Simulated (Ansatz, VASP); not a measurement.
# One calculation of MgO, two programs

INCAR

```
  PREC = Accurate
  ENCUT = 520
  EDIFF = 1E-6
  ISMEAR = 0
  SIGMA = 0.05
  LREAL = F
  LASPH = T
  NELM = 60
  ALGO = Normal
  ISIF = 2
  LWAVE = F
  LCHARG = F
  GGA = PE
  NBANDS = 11
```

KPOINTS

```
regular mesh
0
Gamma
  10 10 10
```

Contents of POSCAR:

```
MgO
1.0
    0.0000000000      2.2864421233      2.1269229054
    2.1269229054      0.0000000000      2.1269229054
    2.1269229054      2.2864421233      0.0000000000
Mg O
1 1
Direct
    0.0000000000      0.0000000000      0.0000000000
    0.5000000000      0.5000000000      0.5000000000
```

Input for Ansatz:

```yaml
crystal:
  lattice:
    - [0.0, 2.2864421233, 2.1269229054]
    - [2.1269229054, 0.0, 2.1269229054]
    - [2.1269229054, 2.2864421233, 0.0]
  atoms:
    - { symbol: Mg, position: [0.0, 0.0, 0.0] }
    - { symbol: O, position: [0.5, 0.5, 0.5] }
basis:
  ecutwfc: 420
kpoints:
  mp_grid: { grid: [10, 10, 10] }
hamiltonian:
  xc: pbe
scf:
  occupations: { method: gaussian, width: 0.05 }
output:
  forces: true
  stress: true
  eigenvalues: true
```

Change from the starting cell: strain +0.0750 x Voigt [0, 1, 0, 0, 0, 0], atoms carried along.

Alike in both runs: task single point; functional PBE; k mesh 10 × 10 × 10; occupations gaussian, width 0.05 eV; no spin polarisation.

```csv
,VASP,Ansatz
version,VASP 6.6.1,Ansatz 0.2.0
potentials or method,"VASP PAW PBE potentials, release 64 (Mg, O), cutoff 520 eV","scalar-relativistic, plane waves, PAW"
valence electrons in the cell,8,16
```

Ansatz gave:

| Item | Value |
| --- | --- |
| gap on the k mesh at the Fermi level (eV) | 3.71 |
| least direct gap on the mesh (eV) | 3.71 |
| pressure (GPa) | -8.1 |
| traceless stress, the component that is largest in VASP (GPa) | -4.55 |

Q: What did VASP give for the same quantities?

A: gap on the k mesh at the Fermi level (eV): 3.69; least direct gap on the mesh (eV): 3.69; pressure (GPa): -8.8; traceless stress, the component that is largest in VASP (GPa): -4.55.

VASP's potentials hold 8 valence electrons a cell and Ansatz's 16, so a difference there can come from the potentials and not from the codes.
